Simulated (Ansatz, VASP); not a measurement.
# Two plane-wave programs on Hg

```xyz
2
Lattice="3.3522 0.0000 0.0000 -1.6761 2.9031 0.0000 0.0000 0.0000 5.2862" Properties=species:S:1:pos:R:3 pbc="T T T"
Hg    1.6761    0.9677    3.9646
Hg    0.0000    1.9354    1.3215
```

Alike in both runs: task relaxation of cell and atoms; functional PBE; dispersion D3(BJ); k mesh 15 × 15 × 8; occupations gaussian, width 0.1 eV; no spin polarisation.

```csv
,VASP,Ansatz
version,VASP 6.6.1,Ansatz 0.2.0
potentials or method,"VASP PAW PBE potentials, release 64 (Hg), cutoff 600 eV","scalar-relativistic, plane waves, PAW"
valence electrons in the cell,24,40
```

```csv
,VASP,Ansatz,Ansatz less VASP
"gap on the k mesh at the Fermi level, each at its own relaxed structure (eV)",none,none,-
relaxed volume (Å³/atom),26.06,25.72,-0.339
relaxed length of the cell vector where the two differ most in proportion (Å),3.367,3.352,-0.0148
```

A gap of «none» marks a metal or a gap that the smearing closes. VASP's potentials hold 24 valence electrons a cell and Ansatz's 40, so a difference there can come from the potentials and not from the codes.

Neither program's run includes spin-orbit coupling.
